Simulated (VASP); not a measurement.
Wanted: the native input for a VASP 6.6.1 run.

| Quantity | Value |
| --- | --- |
| Task | single point |
| Functional | PBEsol |
| Potentials or basis | VASP PAW PBE potentials, release 64 (Zn, S) |
| Cutoff | 520 eV |
| k mesh | 9 × 9 × 6 |
| Occupations | gaussian, width 0.05 eV |
| Spin | no spin polarisation |
| Dipole correction | no |
| Further INCAR settings | ALGO = Normal; EDIFF = 1e-06; NBANDS = 26 |

The structure of ZnS lies in POSCAR:

```
ZnS
1.0
    3.4613374673      0.0000000000      0.0000000000
   -1.7306687336      2.9976061778      0.0000000000
    0.0000000000      0.0000000000      6.8174502756
Zn S
2 2
Direct
    0.3333333333      0.6666666667      0.0054424479
    0.6666666667      0.3333333333      0.5054424479
    0.3333333333      0.6666666667      0.3795575521
    0.6666666667      0.3333333333      0.8795575521
```

This cell differs from its parent crystal: volume 17.684 Å^3 an atom, c/a of the conventional cell 1.9696.

These files were run (other wordings do the same):

INCAR

```
SYSTEM = ZnS
ALGO = Normal ; EDIFF = 1E-6
ENCUT = 520 ; GGA = PS
ISIF = 2 ; ISMEAR = 0
LASPH = .True. ; LCHARG = .False.
LREAL = .False. ; LWAVE = .False.
NBANDS = 26 ; NELM = 100
PREC = Accurate ; SIGMA = 0.05
```

KPOINTS

```
k-points
0
Gamma
  9 9 6
  0 0 0
```

Potentials or basis: VASP PAW PBE potentials, release 64 (Zn, S).

Command:

```sh
$ cat potpaw_PBE.64/Zn/POTCAR potpaw_PBE.64/S/POTCAR > POTCAR
$ mpirun -np 1 vasp_std > vasp.out
```

It gave:

The pressure is 12.7 GPa, the largest force is 1.222 eV/Å and the band gap on the k mesh is 1.20 eV, direct.

Caveat: the PAW data sets were made with another functional, which shifts forces and pressure a little.

Run time: 76 s on 1 thread of Intel Xeon 6975P-C (shared host), peak memory 0.23 GiB.
